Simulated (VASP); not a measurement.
# MnZn (Pm-3m) in VASP: a series of runs

Runs on MnZn. Level: LDA. Tasks: single point.

Program: VASP 6.6.1. These are calculated values, not measurements. Logs are shortened: lines on timing, memory, paths and dates and some standing lists are left out, and cuts for length are marked.

## (1) The cell of the first run

The structure is cubic, space group Pm-3m (No. 221). The conventional cell has a = 3.070 Å, b = 3.070 Å, c = 3.070 Å, α = 90.00°, β = 90.00°, γ = 90.00°. Mn (site symmetry m-3m) has 8 Zn at 2.66 Å and 6 Mn at 3.07 Å within 3.5 Å. Within 3.5 Å of Zn (site symmetry m-3m) lie 8 Mn at 2.66 Å and 6 Zn at 3.07 Å.

## (2) Single point, LDA, collinear spin, ferromagnetic start

INCAR

```
SYSTEM = MnZn
ALGO = Normal
EDIFF = 1E-6
ENCUT = 520
ISIF = 2
ISMEAR = -1
ISPIN = 2
LASPH = .True.
LCHARG = .False.
LMAXMIX = 4
LORBIT = 11
LREAL = .False.
LWAVE = .False.
MAGMOM = 2.8 0
NBANDS = 24
NELM = 150
PREC = Accurate
SIGMA = 0.15
```

KPOINTS

```
k-points
0
Gamma
  9 9 9
  0 0 0
```

POSCAR

```
MnZn
1.0
    3.0700000000      0.0000000000      0.0000000000
    0.0000000000      3.0700000000      0.0000000000
    0.0000000000      0.0000000000      3.0700000000
Mn Zn
1 1
Direct
    0.0000000000      0.0000000000      0.0000000000
    0.5000000000      0.5000000000      0.5000000000
```

Potentials or basis: VASP PAW LDA potentials, release 64 (Mn_pv, Zn).

Launch:

```sh
$ cat potpaw_LDA.64/Mn_pv/POTCAR potpaw_LDA.64/Zn/POTCAR > POTCAR
$ mpirun -np 1 vasp_std > vasp.out
```

OUTCAR:

```text
SYSTEM = MnZn
   EDIFF = 1E-6
   ENCUT = 520
   ISIF = 2
   ISMEAR = -1
   ISPIN = 2
   LASPH = .True.
   LORBIT = 11
   LREAL = .False.
   NELM = 150
   PREC = Accurate

 ion  position               nearest neighbor table
   1  0.000  0.000  0.000-   2 2.66   2 2.66   2 2.66   2 2.66   2 2.66   2 2.66   2 2.66   2 2.66

   2  0.500  0.500  0.500-   1 2.66   1 2.66   1 2.66   1 2.66   1 2.66   1 2.66   1 2.66   1 2.66

  LATTYP: Found a simple cubic cell.
 ALAT       =     3.0700000000

  Lattice vectors:

 A1 = (   3.0700000000,   0.0000000000,   0.0000000000)
 A2 = (   0.0000000000,   3.0700000000,   0.0000000000)
 A3 = (   0.0000000000,   0.0000000000,   3.0700000000)

Analysis of symmetry for initial positions (statically):
=====================================================================
 Subroutine PRICEL returns:
 Original cell was already a primitive cell.

 Routine SETGRP: Setting up the symmetry group for a
 simple cubic supercell.

 Subroutine GETGRP returns: Found 48 space group operations
 (whereof 48 operations were pure point group operations)
 out of a pool of 48 trial point group operations.

The static configuration has the point symmetry O_h .

Analysis of symmetry for dynamics (positions and initial velocities):
=====================================================================
 Subroutine PRICEL returns:
 Original cell was already a primitive cell.

 Routine SETGRP: Setting up the symmetry group for a
 simple cubic supercell.

 Subroutine GETGRP returns: Found 48 space group operations
 (whereof 48 operations were pure point group operations)
 out of a pool of 48 trial point group operations.

The dynamic configuration has the point symmetry O_h .

Analysis of structural, dynamic, and magnetic symmetry:
=====================================================================
 Subroutine PRICEL returns:
 Original cell was already a primitive cell.

 Routine SETGRP: Setting up the symmetry group for a
 simple cubic supercell.

 Subroutine GETGRP returns: Found 48 space group operations
 (whereof 48 operations were pure point group operations)
 out of a pool of 48 trial point group operations.

The overall configuration has the point symmetry O_h .

 Subroutine INISYM returns: Found 48 space group operations
 (whereof 48 operations are pure point group operations),
 and found     1 'primitive' translations

----------------------------------------------------------------------------------------

                                     Primitive cell

  volume of cell :      28.9344

  direct lattice vectors                    reciprocal lattice vectors
     3.070000000  0.000000000  0.000000000     0.325732899  0.000000000  0.000000000
     0.000000000  3.070000000  0.000000000     0.000000000  0.325732899  0.000000000
     0.000000000  0.000000000  3.070000000     0.000000000  0.000000000  0.325732899

  length of vectors
     3.070000000  3.070000000  3.070000000     0.325732899  0.325732899  0.325732899

  position of ions in fractional coordinates (direct lattice)
     0.000000000  0.000000000  0.000000000
     0.500000000  0.500000000  0.500000000

  ion indices of the primitive-cell ions
   primitive index   ion index
                 1           1
                 2           2

----------------------------------------------------------------------------------------

 KPOINTS: k-points

Automatic generation of k-mesh.
 Grid dimensions read from file:
 generate k-points for:    9    9    9

 Generating k-lattice:

  Cartesian coordinates                     Fractional coordinates (reciprocal lattice)
     0.036192544  0.000000000  0.000000000     0.111111111  0.000000000  0.000000000
     0.000000000  0.036192544  0.000000000     0.000000000  0.111111111  0.000000000
     0.000000000  0.000000000  0.036192544     0.000000000  0.000000000  0.111111111

  Length of vectors
     0.036192544  0.036192544  0.036192544

  Shift w.r.t. Gamma in fractional coordinates (k-lattice)
     0.000000000  0.000000000  0.000000000

 Subroutine IBZKPT returns following result:
 ===========================================

 Found     35 irreducible k-points:

 Following reciprocal coordinates:
            Coordinates               Weight
  0.000000  0.000000  0.000000      1.000000
  0.111111  0.000000  0.000000      6.000000
  0.222222  0.000000  0.000000      6.000000
  0.333333  0.000000  0.000000      6.000000
  0.444444  0.000000  0.000000      6.000000
  0.111111  0.111111  0.000000     12.000000
[... 16 lines left out ...]
  0.333333  0.333333  0.111111     24.000000
  0.444444  0.333333  0.111111     48.000000
 [... further k-points ...]
   k-points           NKPTS =     35   k-points in BZ     NKDIM =     35   number of bands    NBANDS=     24
   number of dos      NEDOS =    301   number of ions     NIONS =      2
   total plane-waves  NPLWV =  13824
   dimension x,y,z NGX =    24 NGY =   24 NGZ =   24
   dimension x,y,z NGXF=    48 NGYF=   48 NGZF=   48
   ions per type =               1   1
   NGX,Y,Z   is equivalent  to a cutoff of  13.00, 13.00, 13.00 a.u.
   NGXF,Y,Z  is equivalent  to a cutoff of  25.99, 25.99, 25.99 a.u.
 SYSTEM =  MnZn
   PREC   = accura    normal or accurate (medium, high low for compatibility)
   ISTART =      0    job   : 0-new  1-cont  2-samecut
   ICHARG =      2    charge: 1-file 2-atom 10-const
   ISPIN  =      2    spin polarized calculation?
   LNONCOLLINEAR =      F non collinear calculations
   LSORBIT =      F    spin-orbit coupling
   LASPH  =      T    aspherical Exc in radial PAW
   ENCUT  =  520.0 eV  38.22 Ry    6.18 a.u.   5.71  5.71  5.71*2*pi/ulx,y,z
   NELM   =    150;   NELMIN=  2; NELMDL= -5     # of ELM steps
   EDIFF  = 0.1E-05   stopping-criterion for ELM
   LREAL  =      F    real-space projection
   EDIFFG = 0.1E-04   stopping-criterion for IOM
   NSW    =      0    number of steps for IOM
   IBRION =     -1    ionic relax: 0-MD 1-quasi-New 2-CG
   NFREE  =      0    steps in history (QN), initial steepest desc. (CG)
   ISIF   =      2    stress and relaxation
   ISYM   =      2    0-nonsym 1-usesym 2-fastsym
   POTIM  = 0.5000    time-step for ionic-motion
   TEBEG  =    0.0;   TEEND  =   0.0 temperature during run
   PSTRESS=    0.0 pullay stress
   NELECT =      25.0000    total number of electrons
   NUPDOWN=      -1.0000    fix difference up-down
   EMIN   =  10.00;   EMAX   =-10.00  energy-range for DOS
   EFERMI =   0.00;   METHOD = LEGACY
   ISMEAR =    -1;   SIGMA  =   0.15  broadening in eV -4-tet -1-fermi 0-gaus
   EFERMI_NEDOS =   21; number of points for ismear=-14 and -15
   IALGO  =     38    algorithm
   IMIX   =      4    mixing-type and parameters
     AMIX     =   0.40;   BMIX     =  1.00
     AMIX_MAG =   1.60;   BMIX_MAG =  1.00
  volume/ion in A,a.u.               =      14.47        97.63
  Fermi-wavevector in a.u.,A,eV,Ry     =   1.559253  2.946560 33.079416  2.431268
  Thomas-Fermi vector in A             =   2.662638
   LORBIT       =     11    0 simple, 1 ext, 2 COOP (PROOUT), +10 PAW based schemes
   GGA     = CA    functional components
   LHFCALC =     F    Hartree Fock is set to
   AEXX    =    0.0000 exact exchange contribution
   IVDW    =     0    specifies the selected vdW correction
   LEPSILON=     F    determine dielectric tensor
   LRPA    =     F    only Hartree local field effects (RPA)
 spin polarized calculation
  energy-cutoff  :      520.00
  volume of cell :       28.93
 maximum number of plane-waves:       792
 NGX is ok and might be reduce to    24
   NGX = 11   NGY = 11   NGZ = 11

 number of electron      24.9999987 magnetization       2.9915963

 Free energy of the ion-electron system (eV)
  ---------------------------------------------------
  ext. energy  EPLUGINS =         0.00000000
  ---------------------------------------------------
  free energy    TOTEN  =       -11.30142959 eV

  energy without entropy =      -11.18382903  energy(sigma->0) =      -11.24262931

 E-fermi :   4.9275     XC(G=0): -12.3638

 val. band max:        4.9174535573   @ k =   0.4444   0.0000   0.0000
 cond. band min:       4.9315373009   @ k =   0.4444   0.4444   0.0000
 fundamental gap:      0.0140837436
 Fermi energy:         4.9274788521

 spin component 1

 k-point     1 :       0.0000    0.0000    0.0000
  band No.  band energies     occupation
      1     -43.7855      1.00000
      2     -43.7855      1.00000
      3     -43.7855      1.00000
      4      -4.1892      1.00000
      5      -2.4887      1.00000
      6      -2.4887      1.00000
[... 16 lines left out ...]
     23      26.3168      0.00000
     24      28.7313      0.00000
[... 598 lines left out ...]
      2     -43.8136      1.00000
      3     -43.7845      1.00000
      4      -2.5001      1.00000
      5      -2.2959      1.00000
      6      -2.1917      1.00000
[... 16 lines left out ...]
     23      25.1636      0.00000
     24      27.3481      0.00000

 [... further k-points ...]

 spin component 2

 k-point     1 :       0.0000    0.0000    0.0000
  band No.  band energies     occupation
      1     -40.8831      1.00000
      2     -40.8831      1.00000
      3     -40.8831      1.00000
      4      -3.9347      1.00000
      5      -2.4623      1.00000
      6      -2.4623      1.00000
[... 16 lines left out ...]
     23      26.5401      0.00000
     24      29.3175      0.00000
[... 598 lines left out ...]
      2     -40.9159      1.00000
      3     -40.8818      1.00000
      4      -2.4305      1.00000
      5      -2.2686      1.00000
      6      -2.1423      1.00000
[... 16 lines left out ...]
     23      25.8040      0.00000
     24      27.6319      0.00000

 [... further k-points ...]

------------------------ aborting loop because EDIFF is reached ----------------------------------------

  FORCE on cell =-STRESS in cart. coord.  units (eV):
  Direction    XX          YY          ZZ          XY          YZ          ZX
  --------------------------------------------------------------------------------------
  -------------------------------------------------------------------------------------
  Total       -3.1166921     -3.1166921     -3.1166921      0.0000000     -0.0000000      0.0000000
  in kB     -172.5795608   -172.5795608   -172.5795608      0.0000000     -0.0000000      0.0000000
  external PRESSURE =    -172.5795608 kB  Pullay stress =       0.0000000 kB

 VOLUME and BASIS-vectors are now :
 -----------------------------------------------------------------------------
  energy-cutoff  :      520.00
  volume of cell :       28.93
      direct lattice vectors                 reciprocal lattice vectors
     3.070000000  0.000000000  0.000000000     0.325732899  0.000000000  0.000000000
     0.000000000  3.070000000  0.000000000     0.000000000  0.325732899  0.000000000
     0.000000000  0.000000000  3.070000000     0.000000000  0.000000000  0.325732899

 POSITION                                       TOTAL-FORCE (eV/Angst)
 -----------------------------------------------------------------------------------
      0.00000      0.00000      0.00000         0.000000      0.000000      0.000000
      1.53500      1.53500      1.53500         0.000000      0.000000      0.000000
 -----------------------------------------------------------------------------------
    total drift:                                0.000000      0.000000     -0.000000

  FREE ENERGIE OF THE ION-ELECTRON SYSTEM (eV)
  ---------------------------------------------------
  free  energy   TOTEN  =       -11.3014295906 eV

  energy  without entropy=      -11.1838290258  energy(sigma->0) =      -11.24262931

 total charge

# of ion       s       p       d       tot
------------------------------------------
    1        0.276   6.210   5.059  11.545
    2        0.622   0.515   9.718  10.855
--------------------------------------------------
tot          0.898   6.725  14.777  22.400

 magnetization (x)

# of ion       s       p       d       tot
------------------------------------------
    1        0.010   0.004   2.956   2.970
    2       -0.039  -0.045   0.028  -0.056
--------------------------------------------------
tot         -0.029  -0.042   2.984   2.913
```

It took 18 s on 1 thread of Intel Xeon Platinum 8375C at 2.90GHz (Ice Lake), shared host; peak memory 0.15 GiB.

What came out:

- Free energy: -11.3014 eV
- Pressure: -17.3 GPa
- Band gap on the k mesh: zero (filled and empty bands overlap)
- Net moment: 2.99 μB per cell
- Site moments: Mn +2.97; Zn -0.06 μB
- Valence electrons inside the program's atomic spheres: Mn 11.54; Zn 10.86

Levels at points of the mesh, in eV from the Fermi level:
Spin up:
```
           k point  band 10  band 11  band 12  band 13  band 14  band 15  band 16  band 17  band 18  band 19
(0.00, 0.00, 0.00)    -2.37    -2.37    -1.08    -1.08    -1.08     6.16     6.16     6.16    11.55    11.55
```
Spin down:
```csv
k point,band 8,band 9,band 10,band 11,band 12,band 13,band 14,band 15
"(0.00, 0.00, 0.00)",-6.87,-6.87,-0.39,-0.39,1.57,1.57,1.57,6.46
```

Caveat: the cell stands under tension.

## (3) Single point, LDA, collinear spin, ferromagnetic start

This run uses another cell than the first one, of 15.05 Å³/atom.

INCAR

```
SYSTEM = MnZn
PREC = Accurate ; ENCUT = 520
EDIFF = 1E-6 ; ISMEAR = -1
SIGMA = 0.15 ; LREAL = .FALSE.
LASPH = .TRUE. ; NELM = 150
ALGO = Normal ; ISIF = 2
LWAVE = .FALSE. ; LCHARG = .FALSE.
ISPIN = 2 ; MAGMOM = 2.8 0
LORBIT = 11 ; LMAXMIX = 4
NBANDS = 24
```

KPOINTS

```
regular mesh
0
G
  9 9 9
  0 0 0
```

POSCAR

```
MnZn
1.0
    3.1103993697      0.0000000000      0.0000000000
    0.0000000000      3.1103993697      0.0000000000
    0.0000000000      0.0000000000      3.1103993697
Mn Zn
1 1
Direct
    0.0000000000      0.0000000000      0.0000000000
    0.5000000000      0.5000000000      0.5000000000
```

Potentials or basis: VASP PAW LDA potentials, release 64 (Mn_pv, Zn).

Launch:

```sh
$ cat potpaw_LDA.64/Mn_pv/POTCAR potpaw_LDA.64/Zn/POTCAR > POTCAR
$ mpirun -np 1 vasp_std > vasp.out
```

It took 20 s on 1 thread of Intel Xeon Platinum 8375C at 2.90GHz (Ice Lake), shared host; peak memory 0.16 GiB.

Results (log left out):

```yaml
Free_energy: -11.1730 eV
Pressure: -18.4 GPa
Net_moment: 3.16 μB per cell
Site_moments: Mn +3.13; Zn -0.06 μB
Valence_electrons_inside_the_program's_atomic_spheres: Mn 11.51; Zn 10.82
```

Levels at points of the mesh, in eV from the Fermi level:
Spin up:
| k point | band 12 | band 13 | band 14 | band 15 | band 16 | band 17 |
| --- | --- | --- | --- | --- | --- | --- |
| (0.00, 0.00, 0.00) | -1.19 | -1.19 | -1.19 | 5.95 | 5.95 | 5.95 |
Spin down:
```csv
k point,band 8,band 9,band 10,band 11,band 12,band 13,band 14,band 15
"(0.00, 0.00, 0.00)",-6.85,-6.85,-0.29,-0.29,1.57,1.57,1.57,6.26
```

Caveat: the cell stands under tension.

## (4) Single point, LDA, collinear spin, ferromagnetic start

This run uses another cell than the first one, of 15.62 Å³/atom.

INCAR

```
PREC = Accurate
ENCUT = 520
EDIFF = 1E-6
ISMEAR = -1
SIGMA = 0.15
LREAL = F
LASPH = T
NELM = 150
ALGO = Normal
ISIF = 2
LWAVE = F
LCHARG = F
ISPIN = 2
MAGMOM = 2.8 0
LORBIT = 11
LMAXMIX = 4
GGA = CA
NBANDS = 24
```

KPOINTS

```
Automatic mesh
0
Gamma
  9 9 9
```

POSCAR

```
MnZn
1.0
    3.1497756938      0.0000000000      0.0000000000
    0.0000000000      3.1497756938      0.0000000000
    0.0000000000      0.0000000000      3.1497756938
Mn Zn
1 1
Direct
    0.0000000000      0.0000000000      0.0000000000
    0.5000000000      0.5000000000      0.5000000000
```

Launch:

```sh
$ cat potpaw_LDA.64/Mn_pv/POTCAR potpaw_LDA.64/Zn/POTCAR > POTCAR
$ mpirun -np 1 vasp_std > vasp.out
```

Run time: 20 s. Hardware: 1 thread of Intel Xeon Platinum 8375C at 2.90GHz (Ice Lake), shared host; peak memory 0.16 GiB.

It converged, with:

```yaml
Free_energy: -11.0382 eV
Pressure: -19.1 GPa
Net_moment: 3.31 μB per cell
Site_moments: Mn +3.27; Zn -0.06 μB
Valence_electrons_inside_the_program's_atomic_spheres: Mn 11.47; Zn 10.79
```

Levels at points of the mesh, in eV from the Fermi level:
Spin up:
| k point | band 10 | band 11 | band 12 | band 13 | band 14 | band 15 | band 16 | band 17 | band 18 | band 19 |
| --- | --- | --- | --- | --- | --- | --- | --- | --- | --- | --- |
| (0.00, 0.00, 0.00) | -2.47 | -2.47 | -1.30 | -1.30 | -1.30 | 5.75 | 5.75 | 5.75 | 10.88 | 10.88 |
Spin down:
```tsv
k point	band 7	band 8	band 9	band 10	band 11	band 12	band 13	band 14	band 15	band 16
(0.00, 0.00, 0.00)	-6.83	-6.83	-6.83	-0.20	-0.20	1.56	1.56	1.56	6.07	6.07
```

Caveat: the cell stands under tension.

## (5) The runs side by side

```tsv
cell	gap on the mesh (eV)	pressure (GPa)	moment (μB)
a = 3.070 Å, 2 atoms	none	-17.3	2.99
a = 3.110 Å, 2 atoms	none	-18.4	3.16
a = 3.150 Å, 2 atoms	none	-19.1	3.31
```

Alike in all rows: task single point; level LDA; potentials or basis VASP PAW LDA potentials, release 64 (Mn_pv, Zn); spin collinear, ferromagnetic start; k mesh 9 × 9 × 9; cutoff (eV) 520; smearing fermi-dirac 0.15 eV.

Caveats: the cell stands under tension.

Total energies depend on the potentials used, so only differences within one code and one set of settings carry meaning.
